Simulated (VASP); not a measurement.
# Tl (P4/nmm) in VASP: single point with PBEsol

Aim: the single point of Tl with PBEsol.

All numbers are computed with VASP 6.6.1; they aren't measurements. Logs are shortened: lines on timing, memory, paths and dates and some standing lists are left out, and cuts for length are marked.

## 1. The cell of the first run

The structure is tetragonal, space group P4/nmm (No. 129). The conventional cell has a = 5.035 Å, b = 5.035 Å, c = 2.908 Å, α = 90.00°, β = 90.00°, γ = 90.00°. Within 3.8 Å of Tl (site symmetry -4m2) lie 14 Tl at 2.88 to 3.56 Å. Tl (site symmetry 4mm) has 14 Tl at 2.88 to 3.56 Å within 3.8 Å.

## 2. Single point, PBEsol (Sc replaced by Tl, lengths x 0.912, strained)

The input, INCAR:

```
PREC = Accurate
ENCUT = 520
EDIFF = 1E-6
ISMEAR = 0
SIGMA = 0.1
LREAL = F
LASPH = T
NELM = 80
ALGO = Fast
ISIF = 2
LWAVE = F
LCHARG = F
GGA = PS
NBANDS = 34
```

The input, KPOINTS:

```
Automatic mesh
0
Gamma
  8 8 14
```

The input, POSCAR:

```
Tl
1.0
    5.0353262788      0.0000000000      0.0000000000
    0.0000000000      5.0353262788      0.0000000000
    0.0000000000      0.0000000000      2.9079352207
Tl
4
Direct
    0.5000000000      0.5000000000      0.0000000000
    0.0000000000      0.0000000000      0.0000000000
    0.5000000000      0.0000000000      0.5203135305
    0.0000000000      0.5000000000      0.4796864695
```

Potentials or basis: VASP PAW PBE potentials, release 64 (Tl_d).

Command:

```console
> cat potpaw_PBE.64/Tl_d/POTCAR > POTCAR
> mpirun -np 1 vasp_std > vasp.out
```

OUTCAR:

```text
PREC = Accurate
   ENCUT = 520
   EDIFF = 1E-6
   ISMEAR = 0
   LREAL = F
   LASPH = T
   NELM = 80
   ISIF = 2
   GGA = PS

 ion  position               nearest neighbor table
   1  0.500  0.500  0.000-   3 2.88   4 2.88   3 2.88   4 2.88   3 2.94   3 2.94   4 2.94   4 2.94
                             2 3.56   2 3.56   2 3.56   2 3.56
   2  0.000  0.000  0.000-   3 2.88   4 2.88   4 2.88   3 2.88   3 2.94   4 2.94   3 2.94   4 2.94
                             1 3.56   1 3.56   1 3.56   1 3.56
   3  0.500  0.000  0.520-   1 2.88   2 2.88   1 2.88   2 2.88   1 2.94   1 2.94   2 2.94   2 2.94
                             4 3.56   4 3.56   4 3.56   4 3.56
   4  0.000  0.500  0.480-   1 2.88   2 2.88   2 2.88   1 2.88   2 2.94   1 2.94   1 2.94   2 2.94
                             3 3.56   3 3.56   3 3.56   3 3.56

  LATTYP: Found a simple tetragonal cell.
 ALAT       =     5.0353262788
 C/A-ratio  =     0.5775068108

  Lattice vectors:

 A1 = (   5.0353262788,   0.0000000000,   0.0000000000)
 A2 = (   0.0000000000,   5.0353262788,   0.0000000000)
 A3 = (   0.0000000000,   0.0000000000,   2.9079352207)

Analysis of symmetry for initial positions (statically):
=====================================================================
 Subroutine PRICEL returns:
 Original cell was already a primitive cell.

 Routine SETGRP: Setting up the symmetry group for a
 simple tetragonal supercell.

 Subroutine GETGRP returns: Found 16 space group operations
 (whereof  8 operations were pure point group operations)
 out of a pool of 16 trial point group operations.

The static configuration has the point symmetry D_2d.
 The point group associated with its full space group is D_4h.

Analysis of symmetry for dynamics (positions and initial velocities):
=====================================================================
 Subroutine PRICEL returns:
 Original cell was already a primitive cell.

 Routine SETGRP: Setting up the symmetry group for a
 simple tetragonal supercell.

 Subroutine GETGRP returns: Found 16 space group operations
 (whereof  8 operations were pure point group operations)
 out of a pool of 16 trial point group operations.

The dynamic configuration has the point symmetry D_2d.
 The point group associated with its full space group is D_4h.

 Subroutine INISYM returns: Found 16 space group operations
 (whereof  8 operations are pure point group operations),
 and found     1 'primitive' translations

----------------------------------------------------------------------------------------

[... 94 lines left out ...]
   ENCUT  =  520.0 eV  38.22 Ry    6.18 a.u.   9.36  9.36  5.41*2*pi/ulx,y,z
   NELM   =     80;   NELMIN=  2; NELMDL= -5     # of ELM steps
   EDIFF  = 0.1E-05   stopping-criterion for ELM
   LREAL  =      F    real-space projection
   EDIFFG = 0.1E-04   stopping-criterion for IOM
   NSW    =      0    number of steps for IOM
   IBRION =     -1    ionic relax: 0-MD 1-quasi-New 2-CG
   NFREE  =      0    steps in history (QN), initial steepest desc. (CG)
   ISIF   =      2    stress and relaxation
   ISYM   =      2    0-nonsym 1-usesym 2-fastsym
   POTIM  = 0.5000    time-step for ionic-motion
   TEBEG  =    0.0;   TEEND  =   0.0 temperature during run
   PSTRESS=    0.0 pullay stress
   NELECT =      52.0000    total number of electrons
   NUPDOWN=      -1.0000    fix difference up-down
   EMIN   =  10.00;   EMAX   =-10.00  energy-range for DOS
   EFERMI =   0.00;   METHOD = LEGACY
   ISMEAR =     0;   SIGMA  =   0.10  broadening in eV -4-tet -1-fermi 0-gaus
   EFERMI_NEDOS =   21; number of points for ismear=-14 and -15
   IALGO  =     68    algorithm
   IMIX   =      4    mixing-type and parameters
     AMIX     =   0.40;   BMIX     =  1.00
     AMIX_MAG =   1.60;   BMIX_MAG =  1.00
  volume/ion in A,a.u.               =      18.43       124.39
  Fermi-wavevector in a.u.,A,eV,Ry     =   1.457234  2.753773 28.892392  2.123531
  Thomas-Fermi vector in A             =   2.574059
   LORBIT       =      0    0 simple, 1 ext, 2 COOP (PROOUT), +10 PAW based schemes
   GGA     = PS    functional components
   LHFCALC =     F    Hartree Fock is set to
   AEXX    =    0.0000 exact exchange contribution
   IVDW    =     0    specifies the selected vdW correction
   LEPSILON=     F    determine dielectric tensor
   LRPA    =     F    only Hartree local field effects (RPA)
 non-spin polarized calculation
 RMM-DIIS sequential band-by-band and
 Gauss-broadening in eV      SIGMA  =   0.10
  energy-cutoff  :      520.00
  volume of cell :       73.73
 maximum number of plane-waves:      2015
 NGX is ok and might be reduce to    40
   NGX = 19   NGY = 19   NGZ = 11

 number of electron      52.0000017 magnetization

 Free energy of the ion-electron system (eV)
  ---------------------------------------------------
  ext. energy  EPLUGINS =         0.00000000
  ---------------------------------------------------
  free energy    TOTEN  =        -6.09978381 eV

  energy without entropy =       -6.09427557  energy(sigma->0) =       -6.09702969

 E-fermi :  12.5006     XC(G=0): -12.7421

 val. band max:       12.4880885492   @ k =   0.3750   0.0000   0.2857
 cond. band min:      12.5084832172   @ k =   0.2500   0.1250   0.4286
 fundamental gap:      0.0203946680
 Fermi energy:        12.5005658815

 k-point     1 :       0.0000    0.0000    0.0000
  band No.  band energies     occupation
      1      -1.7111      2.00000
      2      -1.6269      2.00000
      3      -1.5386      2.00000
      4      -1.5373      2.00000
      5      -1.3295      2.00000
      6      -0.9773      2.00000
[... 877 lines left out ...]
     33      23.7528      0.00000
     34      23.7659      0.00000

 [... further k-points ...]
[... 5 lines left out ...]
  --------------------------------------------------------------------------------------
  -------------------------------------------------------------------------------------
  Total       23.2875506     23.2875506     27.5192323      0.0000000      0.0000000      0.0000000
  in kB      506.0511687    506.0511687    598.0079192      0.0000000      0.0000000      0.0000000
  external PRESSURE =     536.7034189 kB  Pullay stress =       0.0000000 kB

 VOLUME and BASIS-vectors are now :
 -----------------------------------------------------------------------------
  energy-cutoff  :      520.00
  volume of cell :       73.73
      direct lattice vectors                 reciprocal lattice vectors
     5.035326279  0.000000000  0.000000000     0.198596862  0.000000000  0.000000000
     0.000000000  5.035326279  0.000000000     0.000000000  0.198596862  0.000000000
     0.000000000  0.000000000  2.907935221     0.000000000  0.000000000  0.343886615

 POSITION                                       TOTAL-FORCE (eV/Angst)
 -----------------------------------------------------------------------------------
      2.51766      2.51766      0.00000         0.000000     -0.000000      0.000000
      0.00000      0.00000      0.00000         0.000000      0.000000      0.000000
      2.51766      0.00000      1.51304        -0.000000      0.000000     -0.208937
      0.00000      2.51766      1.39490         0.000000      0.000000      0.208937
 -----------------------------------------------------------------------------------
    total drift:                               -0.000000      0.000000      0.000000

  FREE ENERGIE OF THE ION-ELECTRON SYSTEM (eV)
  ---------------------------------------------------
  free  energy   TOTEN  =        -6.0997838125 eV

  energy  without entropy=       -6.0942755708  energy(sigma->0) =       -6.09702969
```

Wall time 2.1 min (1 thread of Intel Xeon Platinum 8488C (Sapphire Rapids), shared host); peak memory 0.34 GiB.

What came out:

```
Free energy            : -6.0998 eV
Pressure               : 53.7 GPa
Largest force          : 0.209 eV/Å
Band gap on the k mesh : zero (bands 26 and 27 overlap by 8.48 eV)
```

Forces in eV/Å, atoms in the order of the input:
```
Tl   0.000  0.000  0.000
Tl   0.000  0.000  0.000
Tl   0.000  0.000 -0.209
Tl   0.000  0.000  0.209
```

Levels at points of the mesh, in eV from the Fermi level:
```tsv
k point	band 22	band 23	band 24	band 25	band 26	band 27	band 28	band 29	band 30	band 31
(0.00, 0.00, 0.00)	-5.81	-5.80	-5.76	-5.76	-0.70	-0.70	0.21	5.34	6.76	10.56
(0.50, 0.00, 0.00)	-11.29	-4.89	-4.89	-3.44	-3.44	3.26	3.26	7.76	7.76	9.13
(0.50, 0.50, 0.00)	-9.96	-9.96	-9.96	4.57	4.57	4.57	4.57	5.40	5.40	5.40
(0.00, 0.00, 0.50)	-7.70	-3.22	-3.21	-0.43	-0.43	1.27	1.27	1.30	1.30	4.47
(0.50, 0.00, 0.50)	-5.89	-5.87	-5.87	-0.31	-0.31	-0.23	-0.23	2.65	2.65	3.10
(0.50, 0.50, 0.50)	-4.77	-4.74	-4.74	-3.69	-3.69	-3.66	-3.66	6.66	6.66	6.67
```

Caveat: the cell differs from its parent crystal (Sc replaced by Tl, lengths x 0.912, strained); the stress differs along the axes, from 51 to 60 GPa; the PAW data sets were made with another functional, which shifts forces and pressure a little; spin-orbit coupling is left out, which moves the levels of the heavy elements.

The gap in the log of VASP goes by the Fermi energy; the results here count the filled bands.